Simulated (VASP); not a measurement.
Runs of VASP 6.6.1 on CoO. It takes space group Fm-3m (No. 225, cubic). Conventional cell: a = 4.263 Å, b = 4.263 Å, c = 4.263 Å, α = 90.00°, β = 90.00°, γ = 90.00°. Within 2.8 Å of Co (site symmetry m-3m) lie 6 O at 2.13 Å. Within 2.8 Å of O (site symmetry m-3m) lie 6 Co at 2.13 Å. 

| potentials or basis | spin | fixed moment (μB) | cutoff (eV) | second run | gap on the mesh (eV) | pressure (GPa) | moment (μB) |
| --- | --- | --- | --- | --- | --- | --- | --- |
| VASP PAW LDA potentials, release 64 (Co, O) | collinear, ferromagnetic start | 3.0 | 520 | - | - | -19.1 | 3.00 |
| VASP PAW LDA potentials, release 64 (Co, O) | collinear, ferromagnetic start | 1.5 | 520 | - | - | -27.1 | 1.50 |
| VASP PAW LDA potentials, release 64 (Co_sv, O) | collinear, ferromagnetic start | 1.5 | 600 | valence_matched | - | (b) | 1.50 |
| VASP PAW LDA potentials, release 64 (Co_sv, O) | collinear, ferromagnetic start | 0.75 | 600 | valence_matched | - | -34.2 | 0.75 |
| VASP PAW LDA potentials, release 64 (Co, O) | collinear, ferrimagnetic start | - | 520 | - | none | -19.2 | 3.00 |
| VASP PAW LDA potentials, release 64 (Co_sv, O) | collinear, ferromagnetic start | 3.0 | 600 | valence_matched | - | -19.0 | 3.00 |
| VASP PAW LDA potentials, release 64 (Co, O) | collinear, ferromagnetic start | 0.75 | 520 | - | - | -33.1 | 0.75 |
| VASP PAW LDA potentials, release 64 (Co, O) | collinear, ferromagnetic start | - | 520 | - | none | (a) | 3.00 |

Alike in all rows: task single point; level LDA+U; Co d U = 4.0 eV; cell as given; k mesh 8 × 8 × 8; smearing gaussian 0.05 eV.

**Question.** Estimate the missing entries.

**Answer.** (a) -19.4; (b) -28.4.

Caveats: a cell with one magnetic atom can't hold antiferromagnetic order, which such compounds often take; the total moment is fixed, so each spin has its own Fermi level (some runs).

A gap of «none» marks levels without a gap at the run's occupations.

The runs don't all hold the same shells in valence.
